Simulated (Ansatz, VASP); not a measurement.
# LaB6 in VASP and in Ansatz

```
CELL_PARAMETERS angstrom
4.06744 0.00000 0.00000
0.00000 4.06744 0.00000
0.00000 0.00000 4.06744
ATOMIC_POSITIONS crystal
La 0.00000 0.00000 0.00000
B 0.19924 0.50000 0.50000
B 0.50000 0.19924 0.50000
B 0.80076 0.50000 0.50000
B 0.50000 0.80076 0.50000
B 0.50000 0.50000 0.19924
B 0.50000 0.50000 0.80076
```

Alike in both runs: functional r2SCAN; k mesh 8 × 8 × 8; occupations fermi-dirac, width 0.1 eV; no spin polarisation.

Ansatz relaxed the structure, and its values are those at the end. VASP's run is a single point on that final structure, the one shown.

```csv
,VASP,Ansatz
version,VASP 6.6.1,Ansatz 0.2.0
potentials or method,"VASP PAW PBE potentials, release 64 (La, B), cutoff 520 eV",PAW plane waves
valence electrons in the cell,29,29
```

|  | VASP | Ansatz | Ansatz less VASP |
| --- | --- | --- | --- |
| pressure (GPa) | 12.5 | 12.5 | -0.05 |
| rms of the force components (eV/Å) | 0.016 | 0.000 | -0.0156 |

VASP's potentials were made for PBE, not for r2SCAN. With one functional, cell and mesh, what is left measures potentials, basis and numerics. Ansatz's warnings: stress scf threshold loose.

Neither program's run includes spin-orbit coupling.
